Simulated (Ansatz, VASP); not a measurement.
## Ta2N in VASP and in Ansatz

```
Ta N
1.0
     5.18514    0.00000    0.00000
    -2.59257    4.49046    0.00000
     0.00000    0.00000    5.05998
Ta N
6 3
Direct
  0.66680 0.66680 0.75279
  0.00000 0.33320 0.75279
  0.33320 0.00000 0.75279
  0.33320 0.33320 0.24721
  0.00000 0.66680 0.24721
  0.66680 0.00000 0.24721
  0.66667 0.33333 0.50000
  0.33333 0.66667 0.50000
  0.00000 0.00000 0.00000
```

Change from the starting cell: strain -0.015 along x and y, +0.030 along z, atoms carried along.

Alike in both runs: task single point; functional PBEsol; k mesh 12 × 12 × 8; occupations gaussian, width 0.15 eV; no spin polarisation.

|  | VASP | Ansatz |
| --- | --- | --- |
| version | VASP 6.6.1 | Ansatz 0.2.0 |
| potentials or method | VASP PAW PBE potentials, release 64 (Ta_pv, N), cutoff 520 eV | scalar-relativistic, plane waves, PAW |
| valence electrons in the cell | 81 | 93 |

VASP gave:

| Quantity | Value |
| --- | --- |
| gap on the k mesh at the Fermi level (eV) | none |
| pressure (GPa) | 0.7 |
| traceless stress, the component that is largest in VASP (GPa) | -7.85 |
| rms of the force components (eV/Å) | 0.043 |

**Question.** Which values does Ansatz return?

**Answer.** gap on the k mesh at the Fermi level (eV): none; pressure (GPa): 0.2; traceless stress, the component that is largest in VASP (GPa): -7.86; rms of the force components (eV/Å): 0.040.

VASP's potentials were made for PBE, not for PBEsol. Atom by atom the forces differ by 0.008 eV/Å (rms over components). A gap of «none» marks a metal or a gap that the smearing closes. The functional is the same, so the differences come from potentials, cutoffs and numerics. VASP's potentials hold 81 valence electrons a cell and Ansatz's 93, so a difference there can come from the potentials and not from the codes.

Spin-orbit coupling is off throughout.
